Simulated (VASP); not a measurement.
Here is a VASP 6.6.1 calculation.

Contents of INCAR:

```
SYSTEM = AsPdCl5
  PREC = Accurate
  ENCUT = 520
  EDIFF = 1E-7
  ISMEAR = -1
  SIGMA = 0.03
  LREAL = .False.
  LASPH = .True.
  NELM = 60
  ALGO = Normal
  ISIF = 2
  LWAVE = .False.
  LCHARG = .True.
  GGA = PS
  LELF = .True.
  LVHAR = .True.
  NBANDS = 34
```

File KPOINTS:

```
regular mesh
0
Gamma
  4 4 4
  0 0 0
```

File POSCAR:

```
AsPdCl5
1.0
    4.1776892657      0.0000000000      0.0000000000
    0.0000000000      4.1776892657      0.0000000000
    0.0000000000      0.0000000000      8.2174041170
As Pd Cl
1 1 5
Direct
    0.0000000000      0.0000000000      0.5000000000
    0.5000000000      0.5000000000      0.0000000000
    0.0000000000      0.0000000000      0.0000000000
    0.5000000000      0.0000000000      0.6912666793
    0.0000000000      0.5000000000      0.6912666793
    0.5000000000      0.0000000000      0.3087333207
    0.0000000000      0.5000000000      0.3087333207
```

Potentials or basis: VASP PAW PBE potentials, release 64 (As, Pd, Cl).

The run is started by

```bash
$ cat potpaw_PBE.64/As/POTCAR potpaw_PBE.64/Pd/POTCAR potpaw_PBE.64/Cl/POTCAR > POTCAR
$ mpirun -np 1 vasp_std > vasp.out
```

(1) What does it give for the band gap on the k mesh?

(2) Predict the pressure.

Answers

(1) zero (bands 25 and 26 overlap by 0.68 eV).

(2) -0.1 GPa.

Caveat: the k points lie up to 0.38 Å⁻¹ apart, too coarse for converged energies and pressures of a metal; the PAW data sets were made with another functional, which shifts forces and pressure a little.
